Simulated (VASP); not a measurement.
**NiO: single point with PBE**

The system is NiO.

```
CELL_PARAMETERS angstrom
0.00000 2.12560 2.12560
2.12560 0.00000 2.12560
2.12560 2.12560 0.00000
ATOMIC_POSITIONS crystal
Ni 0.00000 0.00000 0.00000
O 0.50000 0.50000 0.50000
```

This cell differs from its parent crystal: volume scaled by 1.05.

```
Program                : VASP 6.6.1
Task                   : single point
Functional             : PBE
Potentials or basis    : VASP PAW PBE potentials, release 64 (Ni, O)
Cutoff                 : 520 eV
k mesh                 : 17 × 17 × 17
Occupations            : fermi-dirac, width 0.03 eV
Spin                   : collinear spin, ferromagnetic start
Starting moments       : [1.5, 0.0] μB
Dipole correction      : no
Further INCAR settings : ALGO = Normal; EDIFF = 1e-07; NBANDS = 19
```

```json
{
  "Pressure": "-4.3 GPa",
  "Net moment": "1.83 μB per cell",
  "Site moments": "Ni +1.50; O +0.29 μB",
  "Valence electrons inside the program's atomic spheres": "Ni 8.89; O 4.96"
}
```

Levels at points of the mesh, in eV from the Fermi level:
Spin up:
| k point | band 6 | band 7 | band 8 | band 9 | band 10 | band 11 | band 12 | band 13 |
| --- | --- | --- | --- | --- | --- | --- | --- | --- |
| (0.00, 0.00, 0.00) | -2.74 | -2.55 | -2.55 | -2.55 | 1.29 | 17.72 | 18.55 | 18.55 |
Spin down:
```
           k point  band 3  band 4  band 5  band 6  band 7  band 8  band 9  band 10  band 11  band 12
(0.00, 0.00, 0.00)   -2.20   -2.20   -1.71   -1.71   -1.71   -0.46   -0.46     1.64    17.65    18.77
```

It took 47 s on 1 thread of Intel(R) Xeon(R) 6975P-C (Granite Rapids), on a shared host, peak memory 0.21 GiB.

Caveat: a cell with one magnetic atom can't hold antiferromagnetic order, which such compounds often take; semilocal functionals often make such compounds metallic where correlation or magnetic order opens a gap, which also shifts bond lengths.
